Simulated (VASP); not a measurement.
A run of VASP 6.6.1 is set up as follows.

File INCAR:

```
  ALGO = Fast
  EDIFF = 1E-6
  ENCUT = 520
  GGA = PS
  ISIF = 2
  ISMEAR = 0
  ISPIN = 2
  LASPH = True
  LCHARG = True
  LELF = True
  LMAXMIX = 4
  LORBIT = 11
  LREAL = False
  LVHAR = True
  LWAVE = False
  MAGMOM = 0 0 0 4
  NBANDS = 23
  NELM = 150
  PREC = Accurate
  SIGMA = 0.1
```

The input KPOINTS:

```
k-points
0
Gamma
  6 6 6
```

Contents of POSCAR:

```
MnAl3
1.0
    0.0000000000      3.0311567796      3.0311567796
    3.0311567796      0.0000000000      3.0311567796
    3.0311567796      3.0311567796      0.0000000000
Al Mn
3 1
Direct
    0.2500000000      0.2500000000      0.2500000000
    0.7500000000      0.7500000000      0.7500000000
    0.5000000000      0.5000000000      0.5000000000
    0.0000000000      0.0000000000      0.0000000000
```

Potentials or basis: VASP PAW PBE potentials, release 64 (Al, Mn_pv).

The run is started by

```sh
$ cat potpaw_PBE.64/Al/POTCAR potpaw_PBE.64/Mn_pv/POTCAR > POTCAR
$ mpirun -np 1 vasp_std > vasp.out
```

Q: What does it give for the site moments?

A: Al -0.02; Mn +1.23 μB.

Q: Predict the pressure.

A: -2.8 GPa.

Q: Predict the net moment.

A: 1.18 μB per cell.

Caveat: the PAW data sets were made with another functional, which shifts forces and pressure a little.
